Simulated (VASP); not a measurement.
## SiO2: relaxation of cell and atoms with PBE

SiO2:

```
Si O
1.0
    -4.46150    4.46150    2.67769
     4.46150   -4.46150    2.67769
     4.46150    4.46150   -2.67769
Si O
4 8
Direct
  0.68050 0.68050 0.36100
  0.31950 0.31950 0.63900
  0.31950 0.68050 0.00000
  0.68050 0.31950 0.00000
  0.50000 0.50000 0.50000
  0.00000 0.00000 0.50000
  0.51549 0.64446 0.15996
  0.64446 0.48451 0.12897
  0.35554 0.51549 0.87103
  0.48451 0.35554 0.84004
  0.00000 0.50000 0.00000
  0.50000 0.00000 0.00000
```

The cell was generated, and may not be a known phase.

```
Program                : VASP 6.6.1
Task                   : relaxation of cell and atoms
Functional             : PBE
Potentials or basis    : VASP PAW PBE potentials, release 64 (Si, O)
Cutoff                 : 600 eV
k mesh                 : 4 × 4 × 4
Occupations            : gaussian, width 0.1 eV
Spin                   : no spin polarisation
Dipole correction      : no
Further INCAR settings : ALGO = Normal; EDIFF = 1e-07; IBRION = 2; EDIFFG = -0.04; NSW = 90; ISIF = 3
```

```yaml
Relaxed_volume: 17.82 Å³/atom
Relaxed_cell: a = 6.895 Å, b = 6.895 Å, c = 6.895 Å, α = 98.37°, β = 98.37°, γ = 135.13°
Space_group_after_relaxing_to_0.1_Å: I4/mmm (No. 139)
Energy_gained_by_relaxing: 1082.4 meV/atom
Ionic_steps: 20
Pressure_after_relaxing: 0.1 GPa
Largest_force_after_relaxing: 0.038 eV/Å
Band_gap_on_the_k_mesh: 5.36 eV (least direct gap 5.37 eV)
```

Forces in eV/Å, atoms in the order of the input:
```
Si   0.013  0.033  0.000
Si  -0.013 -0.033  0.000
Si   0.033 -0.013  0.000
Si  -0.033  0.013  0.000
O    0.000  0.000  0.000
O    0.000  0.000  0.000
O    0.023  0.030  0.000
O   -0.030  0.023  0.000
O    0.030 -0.023  0.000
O   -0.023 -0.030  0.000
O    0.000  0.000  0.000
O    0.000  0.000  0.000
```

Stress tensor (GPa, compression positive):
```
0.04 0.00 0.00
0.00 0.04 0.00
0.00 0.00 0.12
```

The path:
| step | energy change (eV) | largest force (eV/Å) | pressure (GPa) | volume (Å³) |
| --- | --- | --- | --- | --- |
| 1 | 0.0000 | 12.9243 | 18.11 | 213.20 |
| 2 | -5.3002 | 4.6313 | -11.17 | 280.11 |
| 3 | -9.5378 | 3.2803 | -10.28 | 245.85 |
| 4 | -9.5867 | 3.3902 | -9.76 | 243.95 |
| 5 | -9.6008 | 3.4993 | -9.06 | 241.79 |
| 6 | -12.0328 | 4.8902 | 1.12 | 216.80 |
| 7 | -12.1714 | 3.5191 | -1.31 | 221.21 |
| 8 | -10.7100 | 7.1138 | 10.62 | 205.39 |
| 9 | -12.6841 | 1.5448 | 0.45 | 215.89 |
| 10 | -12.6281 | 2.3719 | 0.41 | 215.27 |
| 11 | -12.8189 | 0.4971 | 0.15 | 215.62 |
| 12 | -12.8945 | 0.4903 | -0.29 | 215.83 |
| 13 | -12.9084 | 0.8298 | -0.53 | 215.95 |
| 14 | -12.9491 | 0.5700 | -0.61 | 215.70 |
| 15 | -12.9780 | 0.3981 | -0.72 | 215.23 |
| 16 | -12.9862 | 0.1212 | -0.35 | 214.53 |
| 17 | -12.9872 | 0.0994 | -0.16 | 214.19 |
| 18 | -12.9880 | 0.0412 | -0.02 | 213.95 |
| 19 | -12.9881 | 0.0724 | 0.06 | 213.82 |
| 20 | -12.9884 | 0.0385 | 0.06 | 213.80 |

Final structure:
```xyz
12
Lattice="-4.5068 4.5068 2.6316 4.5068 -4.5068 2.6316 4.5068 4.5068 -2.6316" Properties=species:S:1:pos:R:3 pbc="T T T"
Si    1.5956    1.5917    2.6316
Si    2.9112    2.9150    0.0000
Si    6.0985    2.9112    0.0000
Si   -1.5917    1.5956    2.6316
O     2.2534    2.2534    1.3158
O     2.2534    2.2534   -1.3158
O     1.8835   -0.0022    2.6316
O     0.0022    1.8835    2.6316
O     4.5045    2.6233    0.0000
O     2.6233    4.5090    0.0000
O     2.2534   -2.2534    1.3158
O    -2.2534    2.2534    1.3158
```

Levels at points of the mesh, in eV from the valence-band top:
```tsv
k point	band 29	band 30	band 31	band 32	band 33	band 34	band 35	band 36
(0.00, 0.00, 0.00)	-0.81	-0.64	-0.01	-0.01	5.36	8.27	8.43	8.62
(0.50, 0.00, 0.00)	-1.07	-0.75	-0.58	-0.25	7.52	7.69	8.59	8.71
(0.50, 0.50, 0.00)	-0.44	-0.38	-0.36	-0.23	6.50	6.89	8.50	8.76
(0.50, 0.50, 0.50)	-0.98	-0.18	0.00	0.00	7.45	7.45	7.57	8.01
```

Wall time 32 min on 1 thread of Intel(R) Xeon(R) 6975P-C (Granite Rapids) (shared host), peak memory 0.52 GiB.

A k mesh can miss the band edges.
